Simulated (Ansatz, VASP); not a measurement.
## One calculation of SiC, two programs

```xyz
2
Lattice="0.0000 2.3066 2.3066 2.3066 0.0000 2.3066 2.2111 2.2111 0.0955" Properties=species:S:1:pos:R:3 pbc="T T T"
Si    0.0000    0.0000    0.0000
C     3.3883    3.3883    3.5315
```

Alike in both runs: task single point; functional PBE; k mesh 12 × 12 × 12; occupations gaussian, width 0.05 eV; no spin polarisation.

|  | VASP | Ansatz |
| --- | --- | --- |
| version | VASP 6.6.1 | Ansatz 0.2.0 |
| potentials or method | VASP PAW PBE potentials, release 64 (Si, C), cutoff 520 eV | scalar-relativistic, plane waves, PAW |
| valence electrons in the cell | 8 | 8 |

```tsv
	VASP	Ansatz	Ansatz less VASP
gap on the k mesh at the Fermi level (eV)	1.24	1.25	+0.005
least direct gap on the mesh (eV)	4.03	4.03	+0.003
pressure (GPa)	-15.2	-15.2	0.00
traceless stress, the component that is largest in VASP (GPa)	9.18	9.15	-0.034
rms of the force components (eV/Å)	0.249	0.248	-0.0001
```

Atom by atom the forces differ by 0.000 eV/Å (rms over components). With one functional, cell and mesh, what is left measures potentials, basis and numerics.
